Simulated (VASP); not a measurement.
Here is a VASP 6.6.1 calculation.

Contents of INCAR:

```
PREC = Accurate
ENCUT = 520
EDIFF = 1E-6
ISMEAR = -1
SIGMA = 0.01
LREAL = F
LASPH = T
NELM = 60
ALGO = Normal
ISIF = 2
LWAVE = F
LCHARG = F
GGA = PE
NBANDS = 11
```

File KPOINTS:

```
regular mesh
0
Gamma
  10 10 10
```

Contents of POSCAR:

```
Ca
1.0
   -2.2400000000      2.2400000000      2.2400000000
    2.2400000000     -2.2400000000      2.2400000000
    2.2400000000      2.2400000000     -2.2400000000
Ca
1
Direct
    0.0000000000      0.0000000000      0.0000000000
```

Potentials or basis: VASP PAW PBE potentials, release 64 (Ca_sv).

Command:

```console
$ cat potpaw_PBE.64/Ca_sv/POTCAR > POTCAR
$ mpirun -np 1 vasp_std > vasp.out
```

Predict the pressure.

-0.9 GPa.

Estimate the band gap on the k mesh.

zero (bands 5 and 6 overlap by 0.27 eV).
